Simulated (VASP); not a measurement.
Write the native input for VASP 6.6.1 that does the following.

```
Task                   : relaxation of the atoms
Functional             : PBE
Potentials or basis    : VASP PAW PBE potentials, release 64 (P, B)
Cutoff                 : 520 eV
k mesh                 : 8 × 8 × 1
Occupations            : gaussian, width 0.05 eV
Spin                   : no spin polarisation
Dipole correction      : yes
Further INCAR settings : ALGO = Normal; EDIFF = 1e-06; IBRION = 2; EDIFFG = -0.02; NSW = 80
```

The structure of BP lies in POSCAR:

```
BP
1.0
    3.2161364111      0.0000000000      0.0000000000
    0.0000000000      3.2161364111      0.0000000000
    0.0000000000      0.0000000000     25.2336833947
P B
5 5
Direct
    0.0000000000      0.5000000000      0.2972217683
    0.5000000000      0.0000000000      0.3873454268
    0.0000000000      0.5000000000      0.4774690854
    0.5000000000      0.0000000000      0.5675927439
    0.0000000000      0.5000000000      0.6577164024
    0.5000000000      0.5000000000      0.3422835976
    0.0000000000      0.0000000000      0.4324072561
    0.5000000000      0.5000000000      0.5225309146
    0.0000000000      0.0000000000      0.6126545732
    0.5000000000      0.5000000000      0.7027782317
```

These files were run (other wordings do the same):

INCAR

```
SYSTEM = BP
PREC = Accurate
ENCUT = 520
EDIFF = 1E-6
ISMEAR = 0
SIGMA = 0.05
LREAL = .False.
LASPH = .True.
NELM = 100
ALGO = Normal
ISIF = 2
LWAVE = .False.
LCHARG = .False.
LDIPOL = .True.
IDIPOL = 3
DIPOL = 0.5 0.5 0.500
GGA = PE
IBRION = 2
NSW = 80
EDIFFG = -0.02
```

KPOINTS

```
regular mesh
0
Gamma
  8 8 1
  0 0 0
```

Potentials or basis: VASP PAW PBE potentials, release 64 (P, B).

The run is started by

```console
$ cat potpaw_PBE.64/P/POTCAR potpaw_PBE.64/B/POTCAR > POTCAR
$ mpirun -np 1 vasp_std > vasp.out
```

Results of the run:

The energy gained by relaxing is 19.2 meV/atom, the ionic steps are 16 and the band gap on the k mesh is zero (bands 20 and 21 overlap by 1.14 eV).

Wall time 16 min on 1 thread of AMD EPYC 9R45 96-Core Processor (Zen 5) (shared host), peak memory 0.37 GiB.
